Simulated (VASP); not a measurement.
A run of VASP 6.6.1 is set up as follows.

INCAR

```
ALGO = Normal ; EDIFF = 1E-6
ENCUT = 520 ; GGA = PE
ISIF = 2 ; ISMEAR = 0
LASPH = T ; LCHARG = F
LREAL = Auto ; LWAVE = F
NBANDS = 48 ; NELM = 60
PREC = Accurate ; SIGMA = 0.02
```

The input KPOINTS:

```
k-points
0
Gamma
  2 2 2
```

POSCAR

```
Si
1.0
    0.0000000000      5.4300000000      5.4300000000
    5.4300000000      0.0000000000      5.4300000000
    5.4300000000      5.4300000000      0.0000000000
Si
17
Direct
    0.0007598903      0.0002120229      0.0001121225
    0.1250702735      0.1249526054      0.1249081794
    0.0004291151     -0.0001279050      0.4987929242
    0.1221817789      0.1213851707      0.6278721204
    0.0004506112      0.4988365011     -0.0002030710
    0.1221806103      0.6279704146      0.1212746015
   -0.0062686390      0.5017202209      0.5016360103
    0.1218823033      0.6277311811      0.6276610399
    0.4989450052      0.0000641243     -0.0000354179
    0.6285539622      0.1213927712      0.1212849616
    0.5024302232     -0.0073137801      0.5018241819
    0.6281567594      0.1212186085      0.6277443130
    0.5024326239      0.5019074605     -0.0073989796
    0.6281701904      0.6278308594      0.1211106738
    0.5019383954      0.5013156129      0.5012146398
    0.6250866131      0.6240676614      0.6239891677
    0.3751396034      0.3739816700      0.3738822525
```

Potentials or basis: VASP PAW PBE potentials, release 64 (Si).

Run with:

```sh
$ cat potpaw_PBE.64/Si/POTCAR > POTCAR
$ mpirun -np 1 vasp_std > vasp.out
```

Q: What does it give for the pressure?

A: 5.3 GPa.

Q: Estimate the largest force.

A: 0.032 eV/Å.

Q: Predict the band gap on the k mesh.

A: Zero (band 34 reaches 6.93 eV, above the bottom of band 35 at 6.68 eV).

Forces in eV/Å, atoms in the order of the input:
```
Si   0.012  0.013  0.013
Si  -0.004 -0.001 -0.001
Si  -0.009 -0.018  0.022
Si  -0.001 -0.007  0.015
Si  -0.008  0.022 -0.018
Si   0.000  0.016 -0.008
Si   0.002 -0.002 -0.001
Si  -0.031 -0.002 -0.001
Si   0.016 -0.014 -0.015
Si   0.029 -0.002 -0.004
Si  -0.007 -0.003  0.005
Si  -0.002 -0.021  0.003
Si  -0.007  0.004 -0.002
Si  -0.001  0.003 -0.020
Si   0.010  0.009  0.010
Si  -0.001  0.001  0.001
Si   0.005  0.001  0.001
```

Caveat: the k points lie up to 0.50 Å⁻¹ apart.
